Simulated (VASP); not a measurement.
Wanted: the native input for a VASP 6.6.1 run.

```
Task                   : relaxation of the atoms
Functional             : PBE
Potentials or basis    : VASP PAW PBE potentials, release 64 (Au)
Cutoff                 : 520 eV
k mesh                 : 18 × 18 × 10
Occupations            : fermi-dirac, width 0.05 eV
Spin                   : no spin polarisation
Dipole correction      : no
Further INCAR settings : ALGO = Normal; EDIFF = 1e-06; IBRION = 2; EDIFFG = -0.02; NSW = 80
```

The structure of Au lies in POSCAR:

```
Au
1.0
    2.9000000000      0.0000000000      0.0000000000
   -1.4500000000      2.5114736710      0.0000000000
    0.0000000000      0.0000000000      4.7336000000
Au
2
Direct
    0.3333333333      0.6666666667      0.7500000000
    0.6666666667      0.3333333333      0.2500000000
```

This isn't the form of Au at room conditions, which is fcc.

This cell differs from its parent crystal: z stretched by -3 %.

These files were run (other wordings do the same):

INCAR

```
PREC = Accurate
ENCUT = 520
EDIFF = 1E-6
ISMEAR = -1
SIGMA = 0.05
LREAL = False
LASPH = True
NELM = 100
ALGO = Normal
ISIF = 2
LWAVE = False
LCHARG = False
GGA = PE
IBRION = 2
NSW = 80
EDIFFG = -0.02
```

KPOINTS

```
Automatic mesh
0
Gamma
  18 18 10
```

Potentials or basis: VASP PAW PBE potentials, release 64 (Au).

The run is started by

```sh
$ cat potpaw_PBE.64/Au/POTCAR > POTCAR
$ mpirun -np 1 vasp_std > vasp.out
```

Results of the run:

* Pressure after relaxing: 6.5 GPa
* Band gap on the k mesh: zero (bands 11 and 12 overlap by 6.85 eV)

Caveat: the cell differs from its parent crystal (z stretched by -3 %); spin-orbit coupling is left out, which moves the levels of the heavy elements.

It took 48 s on 1 thread of Oxide Virtual Turin-like Processor, on a shared host, peak memory 0.19 GiB.
